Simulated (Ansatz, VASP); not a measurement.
**ZrAl3B3N in VASP and in Ansatz**

```
CELL_PARAMETERS angstrom
4.52851 0.00000 0.00000
0.00000 4.52851 0.00000
0.00000 0.00000 4.66575
ATOMIC_POSITIONS crystal
Zr 0.50000 0.50000 0.45853
Al 0.50000 0.00000 0.96916
Al 0.00000 0.50000 0.96916
Al 0.00000 0.00000 0.53386
B 0.50000 0.00000 0.46240
B 0.00000 0.50000 0.46240
B 0.50000 0.50000 0.96097
N 0.00000 0.00000 0.94525
```

Alike in both runs: functional PBE; k mesh 3 × 3 × 3; occupations gaussian, width 0.15 eV; no spin polarisation.

Ansatz relaxed the structure, and its values are those at the end. VASP's run is a single point on that final structure, the one shown.

|  | VASP | Ansatz |
| --- | --- | --- |
| version | VASP 6.6.1 | Ansatz 0.2.0 |
| potentials or method | VASP PAW PBE potentials, release 64 (Zr_sv, Al, B, N), cutoff 520 eV | scalar-relativistic, plane waves, PAW |
| valence electrons in the cell | 35 | 35 |

VASP gave:

| Item | Value |
| --- | --- |
| gap on the k mesh at the Fermi level (eV) | none |
| pressure (GPa) | -0.1 |

Problem. What did Ansatz give for the same quantities?

Solution. gap on the k mesh at the Fermi level (eV): none; pressure (GPa): 0.0.

A gap of «none» marks a metal or a gap that the smearing closes.

The k mesh is coarse, so the values compare programs but aren't converged.
